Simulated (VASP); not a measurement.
Runs of VASP 6.6.1 on CaS. The structure is that of space group Fm-3m (No. 225), or close to it. The cells are those of the table. 

| task | cell | k mesh | smearing | gap on the mesh (eV) | pressure (GPa) |
| --- | --- | --- | --- | --- | --- |
| single point | a = 4.021 Å, angles 60.0°, 2 atoms | 6 × 6 × 6 | gaussian 0.1 eV | 2.35 | 1.0 |
| single point | a = 4.035 Å, angles 60.0°, 2 atoms | 6 × 6 × 6 | gaussian 0.1 eV | (a) | 0.3 |
| single point | a = 4.054 Å, angles 60.0°, 2 atoms | 4 × 4 × 4 | gaussian 0.15 eV | 2.39 | -0.4 |
| single point | a = 4.048 Å, angles 120.1, 119.9, 90.0°, 2 atoms | 5 × 5 × 5 | gaussian 0.15 eV | 2.51 | (b) |
| single point | a = 4.033, b = 4.033, c = 4.031 Å, angles 119.7, 119.7, 90.4°, 2 atoms | 4 × 4 × 4 | gaussian 0.15 eV | 2.36 | 0.3 |
| single point | a = 3.870 Å, angles 60.0°, 2 atoms | 8 × 8 × 8 | gaussian 0.02 eV | 2.04 | 9.7 |
| single point | a = 4.047 Å, angles 120.0, 120.0, 90.0°, 2 atoms | 4 × 4 × 4 | gaussian 0.15 eV | 2.38 | -0.1 |
| single point | a = 4.044 Å, angles 60.0°, 2 atoms | 4 × 4 × 4 | gaussian 0.15 eV | 2.38 | 0.0 |
| relaxation of cell and atoms | relaxed from a = 4.128 Å, angles 60.0°, 2 atoms | 4 × 4 × 4 | gaussian 0.15 eV | 2.36 | 0.5 |
| single point | a = 4.033 Å, angles 90.2, 119.9, 119.9°, 2 atoms | 5 × 5 × 5 | gaussian 0.15 eV | 2.50 | 0.3 |
| relaxation of cell and atoms | relaxed from a = 4.054 Å, angles 60.0°, 2 atoms | 4 × 4 × 4 | gaussian 0.15 eV | 2.39 | -0.4 |

Alike in all rows: level PBE; potentials or basis VASP PAW PBE potentials, release 64 (Ca_sv, S); no spin polarisation; cutoff (eV) 500.

Fill in the values left out.

(a) 2.37; (b) -0.2.

Caveats: some runs use coarse meshes; the relaxation stopped at its first step, so nothing moved (some runs).

A k mesh can miss the band edges.
